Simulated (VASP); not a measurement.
In3Se:

```xyz
4
Lattice="3.9521 0.0000 0.0000 -1.9760 3.4226 0.0000 0.0000 0.0000 8.4442" Properties=species:S:1:pos:R:3 pbc="T T T"
In    0.0000    0.0000    4.2221
In    0.0000    2.2817    1.8509
In    1.9760    1.1409    6.5934
Se    0.0000    0.0000    0.0000
```

The cell was generated, and may not be a known phase.

- Program: VASP 6.6.1
- Task: relaxation of cell and atoms
- Functional: PBE
- Potentials or basis: VASP PAW PBE potentials, release 64 (In_d, Se)
- Cutoff: 600 eV
- k mesh: 12 × 12 × 6
- Occupations: gaussian, width 0.1 eV
- Spin: no spin polarisation

At the start: pressure 0.2 GPa; volume 28.56 Å³/atom.

Where does the relaxation end?

Over 11 steps the energy falls by 2.1 meV/atom and the volume is 28.74 Å³/atom (+0.6 %); space group P-3m1 (No. 164, to 0.1 Å) before and after.

Step by step:
```
step  energy change (eV)  largest force (eV/Å)  pressure (GPa)  volume (Å³)
   1              0.0000                0.0500            0.16       114.22
   2             -0.0021                0.0385            0.02       114.71
   3             -0.0049                0.0072           -0.34       116.12
   4             -0.0064                0.0213           -0.23       115.86
   5             -0.0078                0.0440           -0.05       115.40
   6             -0.0079                0.0497           -0.01       115.27
   7             -0.0081                0.0398           -0.08       115.21
   8             -0.0084                0.0107           -0.01       115.03
   9             -0.0084                0.0019           -0.06       114.98
  10             -0.0084                0.0147           -0.01       114.88
  11             -0.0084                0.0027            0.00       114.94
```

Final structure:
```xyz
4
Lattice="4.0169 0.0000 0.0000 -2.0084 3.4787 0.0000 0.0000 0.0000 8.2256" Properties=species:S:1:pos:R:3 pbc="T T T"
In    0.0000    0.0000    4.1128
In    0.0000    2.3192    1.8302
In    2.0084    1.1596    6.3954
Se    0.0000    0.0000    0.0000
```
